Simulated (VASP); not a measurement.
Write the native input for VASP 6.6.1 that does the following.

- Task: relaxation of cell and atoms
- Functional: LDA
- Potentials or basis: VASP PAW LDA potentials, release 64 (Al)
- Cutoff: 600 eV
- k mesh: 14 × 14 × 7
- Occupations: fermi-dirac, width 0.05 eV
- Spin: no spin polarisation
- Dipole correction: no
- Further INCAR settings: ALGO = Normal; EDIFF = 1e-06; IBRION = 2; EDIFFG = -0.01; NSW = 80; ISIF = 3

The structure of Al lies in POSCAR:

```
Al
1.0
    2.8124550000      0.0000000000      0.0000000000
   -1.4062280000      2.4356580000      0.0000000000
    0.0000000000      0.0000000000      4.8668500000
Al
2
Direct
    0.6666666667      0.3333333333      0.7500000000
    0.3333333333      0.6666666667      0.2500000000
```

This isn't the form of Al at room conditions, which is fcc.

One way to write it, as run:

INCAR

```
ALGO = Normal
EDIFF = 1E-6
EDIFFG = -0.01
ENCUT = 600
IBRION = 2
ISIF = 3
ISMEAR = -1
LASPH = T
LCHARG = F
LREAL = F
LWAVE = F
NELM = 100
NSW = 80
PREC = Accurate
SIGMA = 0.05
```

KPOINTS

```
k-points
0
Gamma
  14 14 7
```

Potentials or basis: VASP PAW LDA potentials, release 64 (Al).

Command:

```sh
$ cat potpaw_LDA.64/Al/POTCAR > POTCAR
$ mpirun -np 1 vasp_std > vasp.out
```

It gave:

The relaxed volume is 15.97 Å³/atom. The relaxed cell is a = 2.795 Å, b = 2.795 Å, c = 4.721 Å, α = 90.00°, β = 90.00°, γ = 120.00°, the space group after relaxing (to 0.1 Å) is P6_3/mmc (No. 194) and the energy gained by relaxing is 8.1 meV/atom. The ionic steps are 6. The pressure after relaxing is 0.0 GPa and the band gap on the k mesh is zero (bands 3 and 4 overlap by 5.76 eV).

Run time: 29 s on 1 thread of Intel(R) Xeon(R) 6975P-C (Granite Rapids) (shared host), peak memory 0.14 GiB.
